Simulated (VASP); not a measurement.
# Zr2O (P4_2/nnm) in VASP: notebook

The runs below take Zr2O through single point, with PBEsol.

Everything below comes from runs of VASP 6.6.1. Logs are shortened: lines on timing, memory, paths and dates and some standing lists are left out, and cuts for length are marked.

### 1 The cell of the first run

It takes space group P4_2/nnm (No. 134, tetragonal). Conventional cell: a = 4.872 Å, b = 4.872 Å, c = 4.800 Å, α = 90.00°, β = 90.00°, γ = 90.00°. Zr (site symmetry 2/m) has 2 O at 2.10 Å within 2.8 Å. Within 2.8 Å of O (site symmetry -42m) lie 4 Zr at 2.10 Å.

### 2 Single point, PBEsol (strain +0.015 along x and y, +0.000 along z)

File INCAR:

```
SYSTEM = Zr2O
PREC = Accurate
ENCUT = 520
EDIFF = 1E-6
ISMEAR = 0
SIGMA = 0.15
LREAL = .FALSE.
LASPH = .TRUE.
NELM = 100
ALGO = Normal
ISIF = 2
LWAVE = .FALSE.
LCHARG = .TRUE.
GGA = PS
LELF = .TRUE.
LVHAR = .TRUE.
NBANDS = 39
```

File KPOINTS:

```
Automatic mesh
0
G
  10 10 10
  0 0 0
```

File POSCAR:

```
Zr2O
1.0
    4.8722925076      0.0000000000      0.0000000000
    0.0000000000      4.8722925076      0.0000000000
    0.0000000000      0.0000000000      4.8002881848
Zr O
4 2
Direct
    0.2500000000      0.2500000000      0.7500000000
    0.7500000000      0.2500000000      0.2500000000
    0.2500000000      0.7500000000      0.2500000000
    0.7500000000      0.7500000000      0.7500000000
    0.0000000000      0.0000000000      0.0000000000
    0.5000000000      0.5000000000      0.5000000000
```

Potentials or basis: VASP PAW PBE potentials, release 64 (Zr_sv, O).

Launch:

```bash
> cat potpaw_PBE.64/Zr_sv/POTCAR potpaw_PBE.64/O/POTCAR > POTCAR
> mpirun -np 1 vasp_std > vasp.out
```

OUTCAR:

```text
SYSTEM = Zr2O
   PREC = Accurate
   ENCUT = 520
   EDIFF = 1E-6
   ISMEAR = 0
   LREAL = .FALSE.
   LASPH = .TRUE.
   NELM = 100
   ISIF = 2
   GGA = PS

 ion  position               nearest neighbor table
   1  0.250  0.250  0.750-   5 2.10   6 2.10   2 3.42   3 3.42   2 3.42   3 3.42   3 3.42   3 3.42
                             2 3.42   2 3.42   4 3.45   4 3.45   4 3.45   4 3.45
   2  0.750  0.250  0.250-   5 2.10   6 2.10   1 3.42   4 3.42   1 3.42   4 3.42   4 3.42   4 3.42
                             1 3.42   1 3.42   3 3.45   3 3.45   3 3.45   3 3.45
   3  0.250  0.750  0.250-   5 2.10   6 2.10   1 3.42   4 3.42   1 3.42   4 3.42   1 3.42   1 3.42
                             4 3.42   4 3.42   2 3.45   2 3.45   2 3.45   2 3.45
   4  0.750  0.750  0.750-   5 2.10   6 2.10   2 3.42   3 3.42   2 3.42   3 3.42   2 3.42   2 3.42
                             3 3.42   3 3.42   1 3.45   1 3.45   1 3.45   1 3.45
   5  0.000  0.000  0.000-   1 2.10   2 2.10   3 2.10   4 2.10
   6  0.500  0.500  0.500-   1 2.10   2 2.10   3 2.10   4 2.10

  LATTYP: Found a simple tetragonal cell.
 ALAT       =     4.8722925076
 C/A-ratio  =     0.9852216749

  Lattice vectors:

 A1 = (   4.8722925076,   0.0000000000,   0.0000000000)
 A2 = (   0.0000000000,   4.8722925076,   0.0000000000)
 A3 = (   0.0000000000,   0.0000000000,   4.8002881848)

Analysis of symmetry for initial positions (statically):
=====================================================================
 Subroutine PRICEL returns:
 Original cell was already a primitive cell.

 Routine SETGRP: Setting up the symmetry group for a
 simple tetragonal supercell.

 Subroutine GETGRP returns: Found 16 space group operations
 (whereof  8 operations were pure point group operations)
 out of a pool of 16 trial point group operations.

The static configuration has the point symmetry D_2d.
 The point group associated with its full space group is D_4h.

Analysis of symmetry for dynamics (positions and initial velocities):
=====================================================================
 Subroutine PRICEL returns:
 Original cell was already a primitive cell.

 Routine SETGRP: Setting up the symmetry group for a
 simple tetragonal supercell.

 Subroutine GETGRP returns: Found 16 space group operations
 (whereof  8 operations were pure point group operations)
 out of a pool of 16 trial point group operations.

The dynamic configuration has the point symmetry D_2d.
 The point group associated with its full space group is D_4h.

[... 109 lines left out ...]
   NSW    =      0    number of steps for IOM
   IBRION =     -1    ionic relax: 0-MD 1-quasi-New 2-CG
   NFREE  =      0    steps in history (QN), initial steepest desc. (CG)
   ISIF   =      2    stress and relaxation
   ISYM   =      2    0-nonsym 1-usesym 2-fastsym
   POTIM  = 0.5000    time-step for ionic-motion
   TEBEG  =    0.0;   TEEND  =   0.0 temperature during run
   PSTRESS=    0.0 pullay stress
   NELECT =      60.0000    total number of electrons
   NUPDOWN=      -1.0000    fix difference up-down
   EMIN   =  10.00;   EMAX   =-10.00  energy-range for DOS
   EFERMI =   0.00;   METHOD = LEGACY
   ISMEAR =     0;   SIGMA  =   0.15  broadening in eV -4-tet -1-fermi 0-gaus
   EFERMI_NEDOS =   21; number of points for ismear=-14 and -15
   IALGO  =     38    algorithm
   IMIX   =      4    mixing-type and parameters
     AMIX     =   0.40;   BMIX     =  1.00
     AMIX_MAG =   1.60;   BMIX_MAG =  1.00
  volume/ion in A,a.u.               =      18.99       128.17
  Fermi-wavevector in a.u.,A,eV,Ry     =   1.321947  2.498117 23.776763  1.747543
  Thomas-Fermi vector in A             =   2.451663
   LORBIT       =      0    0 simple, 1 ext, 2 COOP (PROOUT), +10 PAW based schemes
   GGA     = PS    functional components
   LHFCALC =     F    Hartree Fock is set to
   AEXX    =    0.0000 exact exchange contribution
   IVDW    =     0    specifies the selected vdW correction
   LEPSILON=     F    determine dielectric tensor
   LRPA    =     F    only Hartree local field effects (RPA)
 non-spin polarized calculation
 Gauss-broadening in eV      SIGMA  =   0.15
  energy-cutoff  :      520.00
  volume of cell :      113.96
 maximum number of plane-waves:      3092
   NGX = 19   NGY = 19   NGZ = 17

 number of electron      59.9999989 magnetization

 Free energy of the ion-electron system (eV)
  ---------------------------------------------------
  ext. energy  EPLUGINS =         0.00000000
  ---------------------------------------------------
  free energy    TOTEN  =       -56.56891930 eV

  energy without entropy =      -56.46032036  energy(sigma->0) =      -56.51461983

 E-fermi :   8.0039     XC(G=0): -10.9572

 val. band max:        8.0038846523   @ k =   0.5000   0.1000   0.4000
 cond. band min:       8.0088972252   @ k =   0.3000   0.0000   0.5000
 fundamental gap:      0.0050125729
 Fermi energy:         8.0039364738

 k-point     1 :       0.0000    0.0000    0.0000
  band No.  band energies     occupation
      1     -41.1531      2.00000
      2     -41.0591      2.00000
      3     -41.0591      2.00000
      4     -41.0552      2.00000
      5     -20.4183      2.00000
      6     -19.3640      2.00000
[... 997 lines left out ...]
     38      11.2090      0.00000
     39      11.2217      0.00000

 [... further k-points ...]

------------------------ aborting loop because EDIFF is reached ----------------------------------------

  FORCE on cell =-STRESS in cart. coord.  units (eV):
  Direction    XX          YY          ZZ          XY          YZ          ZX
  --------------------------------------------------------------------------------------
  -------------------------------------------------------------------------------------
  Total       -2.8675594     -2.8675594     -2.3207675      0.0000000      0.0000000      0.0000000
  in kB      -40.3170728    -40.3170728    -32.6293330      0.0000000      0.0000000      0.0000000
  external PRESSURE =     -37.7544929 kB  Pullay stress =       0.0000000 kB

 VOLUME and BASIS-vectors are now :
 -----------------------------------------------------------------------------
  energy-cutoff  :      520.00
  volume of cell :      113.96
      direct lattice vectors                 reciprocal lattice vectors
     4.872292508  0.000000000  0.000000000     0.205242193  0.000000000  0.000000000
     0.000000000  4.872292508  0.000000000     0.000000000  0.205242193  0.000000000
     0.000000000  0.000000000  4.800288185     0.000000000  0.000000000  0.208320826

 POSITION                                       TOTAL-FORCE (eV/Angst)
 -----------------------------------------------------------------------------------
      1.21807      1.21807      3.60022         0.000000      0.000000     -0.000000
      3.65422      1.21807      1.20007         0.000000      0.000000      0.000000
      1.21807      3.65422      1.20007        -0.000000     -0.000000      0.000000
      3.65422      3.65422      3.60022        -0.000000     -0.000000     -0.000000
      0.00000      0.00000      0.00000        -0.000000      0.000000     -0.000000
      2.43615      2.43615      2.40014        -0.000000      0.000000     -0.000000
 -----------------------------------------------------------------------------------
    total drift:                                0.000000     -0.000000      0.000000

  FREE ENERGIE OF THE ION-ELECTRON SYSTEM (eV)
  ---------------------------------------------------
  free  energy   TOTEN  =       -56.5689192961 eV

  energy  without entropy=      -56.4603203615  energy(sigma->0) =      -56.51461983
```

Wall time 10 min (1 thread of Oxide Virtual Turin-like, shared host); peak memory 0.47 GiB.

Results:

```
Free energy            : -56.5689 eV
Pressure               : -3.8 GPa
Band gap on the k mesh : zero (band 30 reaches 8.57 eV, above the bottom of band 31 at 7.79 eV)
```

Caveat: the cell differs from its parent crystal (strain +0.015 along x and y, +0.000 along z); the PAW data sets were made with another functional, which shifts forces and pressure a little.

### 3 Single point, PBEsol (strain +0.030 along x and y, -0.015 along z)

File INCAR:

```
  PREC = Accurate
  ENCUT = 520
  EDIFF = 1E-6
  ISMEAR = 0
  SIGMA = 0.15
  LREAL = F
  LASPH = T
  NELM = 80
  ALGO = Normal
  ISIF = 2
  LWAVE = F
  LCHARG = F
  GGA = PS
  NBANDS = 39
```

File KPOINTS:

```
Automatic mesh
0
Gamma
  10 10 10
```

Changes to POSCAR since step 2:

```diff
@@ -2,5 +2,5 @@
 1.0
-    4.8722925076      0.0000000000      0.0000000000
-    0.0000000000      4.8722925076      0.0000000000
-    0.0000000000      0.0000000000      4.8002881848
+    4.9442968303      0.0000000000      0.0000000000
+    0.0000000000      4.9442968303      0.0000000000
+    0.0000000000      0.0000000000      4.7282838620
 Zr O
```

Potentials or basis: VASP PAW PBE potentials, release 64 (Zr_sv, O).

Launch:

```bash
> cat potpaw_PBE.64/Zr_sv/POTCAR potpaw_PBE.64/O/POTCAR > POTCAR
> mpirun -np 1 vasp_std > vasp.out
```

OUTCAR:

```text
PREC = Accurate
   ENCUT = 520
   EDIFF = 1E-6
   ISMEAR = 0
   LREAL = F
   LASPH = T
   NELM = 80
   ISIF = 2
   GGA = PS

 ion  position               nearest neighbor table
   1  0.250  0.250  0.750-   5 2.11   6 2.11   2 3.42   3 3.42   2 3.42   3 3.42   3 3.42   3 3.42
                             2 3.42   2 3.42   4 3.50   4 3.50   4 3.50   4 3.50
   2  0.750  0.250  0.250-   5 2.11   6 2.11   1 3.42   4 3.42   1 3.42   4 3.42   4 3.42   4 3.42
                             1 3.42   1 3.42   3 3.50   3 3.50   3 3.50   3 3.50
   3  0.250  0.750  0.250-   5 2.11   6 2.11   1 3.42   4 3.42   1 3.42   4 3.42   1 3.42   1 3.42
                             4 3.42   4 3.42   2 3.50   2 3.50   2 3.50   2 3.50
   4  0.750  0.750  0.750-   5 2.11   6 2.11   2 3.42   3 3.42   2 3.42   3 3.42   2 3.42   2 3.42
                             3 3.42   3 3.42   1 3.50   1 3.50   1 3.50   1 3.50
[... 1223 lines left out ...]
  external PRESSURE =     -56.1674071 kB  Pullay stress =       0.0000000 kB

 VOLUME and BASIS-vectors are now :
 -----------------------------------------------------------------------------
  energy-cutoff  :      520.00
  volume of cell :      115.59
      direct lattice vectors                 reciprocal lattice vectors
     4.944296830  0.000000000  0.000000000     0.202253229  0.000000000  0.000000000
     0.000000000  4.944296830  0.000000000     0.000000000  0.202253229  0.000000000
     0.000000000  0.000000000  4.728283862     0.000000000  0.000000000  0.211493224

 POSITION                                       TOTAL-FORCE (eV/Angst)
 -----------------------------------------------------------------------------------
      1.23607      1.23607      3.54621        -0.000000     -0.000000     -0.000000
      3.70822      1.23607      1.18207         0.000000      0.000000      0.000000
      1.23607      3.70822      1.18207        -0.000000      0.000000      0.000000
      3.70822      3.70822      3.54621         0.000000     -0.000000      0.000000
      0.00000      0.00000      0.00000         0.000000     -0.000000      0.000000
      2.47215      2.47215      2.36414         0.000000     -0.000000      0.000000
 -----------------------------------------------------------------------------------
    total drift:                                0.000000      0.000000      0.000000

  FREE ENERGIE OF THE ION-ELECTRON SYSTEM (eV)
  ---------------------------------------------------
  free  energy   TOTEN  =       -56.5008671467 eV

  energy  without entropy=      -56.3944678440  energy(sigma->0) =      -56.44766750
```

Wall time 11 min (1 thread of Oxide Virtual Turin-like, shared host); peak memory 0.49 GiB.

What came out:

```
Free energy            : -56.5009 eV
Pressure               : -5.6 GPa
Band gap on the k mesh : zero (band 30 reaches 8.36 eV, above the bottom of band 31 at 7.65 eV)
```

Stress tensor (GPa, compression positive):
```
-6.37  0.00  0.00
 0.00 -6.37  0.00
 0.00  0.00 -4.12
```

Levels at points of the mesh, in eV from the Fermi level:
```
           k point  band 27  band 28  band 29  band 30  band 31  band 32  band 33  band 34
(0.00, 0.00, 0.00)    -1.82    -1.66    -1.66    -1.49     1.59     1.90     2.02     2.30
(0.50, 0.00, 0.00)    -0.63    -0.63    -0.28    -0.28    -0.19    -0.19     1.02     1.02
(0.50, 0.50, 0.00)    -1.39    -1.39     0.09     0.09     0.10     0.10     0.82     0.82
(0.00, 0.00, 0.50)    -0.65    -0.65    -0.18    -0.18    -0.10    -0.10     1.33     1.33
(0.50, 0.00, 0.50)    -1.40    -1.40     0.00     0.00     0.18     0.18     0.81     0.81
(0.50, 0.50, 0.50)    -2.28    -0.02     0.37     0.38     0.68     0.68     1.36     1.36
```

Caveat: the cell differs from its parent crystal (strain +0.030 along x and y, -0.015 along z); the PAW data sets were made with another functional, which shifts forces and pressure a little.

### 4 Single point, PBEsol (strain +0.000 along x and y, +0.030 along z)

File INCAR:

```
ALGO = Normal ; EDIFF = 1E-7
ENCUT = 520 ; GGA = PS
ISIF = 2 ; ISMEAR = 0
LASPH = True ; LCHARG = False
LREAL = False ; LWAVE = False
NBANDS = 39 ; NELM = 100
PREC = Accurate ; SIGMA = 0.15
```

File KPOINTS:

```
k-points
0
Gamma
  10 10 10
```

Changes to POSCAR since step 3:

```diff
@@ -2,5 +2,5 @@
 1.0
-    4.9442968303      0.0000000000      0.0000000000
-    0.0000000000      4.9442968303      0.0000000000
-    0.0000000000      0.0000000000      4.7282838620
+    4.8002881848      0.0000000000      0.0000000000
+    0.0000000000      4.8002881848      0.0000000000
+    0.0000000000      0.0000000000      4.9442968303
 Zr O
```

Launch:

```bash
> cat potpaw_PBE.64/Zr_sv/POTCAR potpaw_PBE.64/O/POTCAR > POTCAR
> mpirun -np 1 vasp_std > vasp.out
```

Wall time 8.7 min (1 thread of Oxide Virtual Turin-like, shared host); peak memory 0.47 GiB.

It converged, with:

| Quantity | Value |
| --- | --- |
| Free energy | -56.5607 eV |
| Pressure | -3.8 GPa |
| Band gap on the k mesh | zero (band 30 reaches 8.52 eV, above the bottom of band 31 at 7.79 eV) |

Stress tensor (GPa, compression positive):
```
-3.22  0.00  0.00
 0.00 -3.22  0.00
 0.00  0.00 -4.90
```

Levels at points of the mesh, in eV from the Fermi level:
| k point | band 28 | band 29 | band 30 | band 31 | band 32 | band 33 |
| --- | --- | --- | --- | --- | --- | --- |
| (0.00, 0.00, 0.00) | -1.72 | -1.60 | -1.60 | 1.68 | 1.90 | 2.12 |
| (0.50, 0.00, 0.00) | -0.65 | -0.24 | -0.24 | -0.14 | -0.14 | 1.20 |
| (0.50, 0.50, 0.00) | -1.41 | -0.01 | -0.01 | 0.18 | 0.18 | 0.82 |
| (0.00, 0.00, 0.50) | -0.63 | -0.33 | -0.33 | -0.21 | -0.21 | 1.00 |
| (0.50, 0.00, 0.50) | -1.40 | 0.04 | 0.04 | 0.13 | 0.13 | 0.82 |
| (0.50, 0.50, 0.50) | 0.04 | 0.29 | 0.51 | 0.51 | 0.71 | 1.37 |

Caveat: the cell differs from its parent crystal (strain +0.000 along x and y, +0.030 along z); the PAW data sets were made with another functional, which shifts forces and pressure a little.

### 5 Single point, PBEsol (strain +0.000 along x and y, -0.030 along z)

File INCAR:

```
ALGO = Normal
EDIFF = 1E-6
ENCUT = 520
GGA = PS
ISIF = 2
ISMEAR = 0
LASPH = T
LCHARG = T
LELF = T
LREAL = F
LVHAR = T
LWAVE = F
NBANDS = 39
NELM = 100
PREC = Accurate
SIGMA = 0.15
```

KPOINTS is that of step 4.

Changes to POSCAR since step 4:

```diff
@@ -4,3 +4,3 @@
     0.0000000000      4.8002881848      0.0000000000
-    0.0000000000      0.0000000000      4.9442968303
+    0.0000000000      0.0000000000      4.6562795393
 Zr O
```

Launch:

```bash
> cat potpaw_PBE.64/Zr_sv/POTCAR potpaw_PBE.64/O/POTCAR > POTCAR
> mpirun -np 1 vasp_std > vasp.out
```

Run time: 10 min. Hardware: 1 thread of Oxide Virtual Turin-like, shared host; peak memory 0.45 GiB.

It converged, with:

```
Free energy            : -56.5430 eV
Pressure               : 4.8 GPa
Band gap on the k mesh : zero (band 30 reaches 9.16 eV, above the bottom of band 31 at 8.43 eV)
```

Stress tensor (GPa, compression positive):
```
4.41 0.00 0.00
0.00 4.41 0.00
0.00 0.00 5.64
```

Levels at points of the mesh, in eV from the Fermi level:
| k point | band 26 | band 27 | band 28 | band 29 | band 30 | band 31 | band 32 | band 33 | band 34 | band 35 |
| --- | --- | --- | --- | --- | --- | --- | --- | --- | --- | --- |
| (0.00, 0.00, 0.00) | -2.12 | -2.04 | -1.82 | -1.82 | -1.69 | 1.90 | 2.13 | 2.29 | 2.59 | 2.59 |
| (0.50, 0.00, 0.00) | -2.75 | -0.67 | -0.67 | -0.33 | -0.33 | -0.21 | -0.21 | 1.13 | 1.13 | 1.81 |
| (0.50, 0.50, 0.00) | -1.87 | -1.43 | -1.43 | 0.07 | 0.07 | 0.09 | 0.09 | 0.86 | 0.86 | 1.31 |
| (0.00, 0.00, 0.50) | -2.62 | -0.67 | -0.67 | -0.25 | -0.25 | -0.13 | -0.13 | 1.36 | 1.36 | 1.86 |
| (0.50, 0.00, 0.50) | -1.81 | -1.43 | -1.43 | 0.00 | 0.00 | 0.16 | 0.16 | 0.85 | 0.85 | 1.42 |
| (0.50, 0.50, 0.50) | -2.56 | -2.47 | -0.01 | 0.28 | 0.46 | 0.68 | 0.68 | 1.54 | 1.54 | 1.64 |

Caveat: the cell differs from its parent crystal (strain +0.000 along x and y, -0.030 along z); the PAW data sets were made with another functional, which shifts forces and pressure a little.

[end of part 1 of 2]
